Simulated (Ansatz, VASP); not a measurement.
# Tl in VASP and in Ansatz

```
CELL_PARAMETERS angstrom
3.43280 0.00000 0.00000
-1.71640 2.97290 0.00000
0.00000 0.00000 5.48792
ATOMIC_POSITIONS crystal
Tl 0.66667 0.33333 0.75000
Tl 0.33333 0.66667 0.25000
```

Alike in both runs: task single point; functional r2SCAN; k mesh 9 × 9 × 5; occupations fermi-dirac, width 0.05 eV; no spin polarisation.

|  | VASP | Ansatz |
| --- | --- | --- |
| version | VASP 6.6.1 | Ansatz 0.2.0 |
| potentials or method | VASP PAW PBE potentials, release 64 (Tl_d) | Ansatz PAW |
| plane-wave cutoff (eV) | 520 | 500 |
| valence electrons in the cell | 26 | 26 |

```csv
,VASP,Ansatz,Ansatz less VASP
gap on the k mesh at the Fermi level (eV),none,none,-
pressure (GPa),3.0,3.0,+0.02
"traceless stress, the component that is largest in VASP (GPa)",0.93,0.93,+0.003
```

VASP's potentials were made for PBE, not for r2SCAN. A gap of «none» marks a metal or a gap that the smearing closes.

Spin-orbit coupling is off throughout.
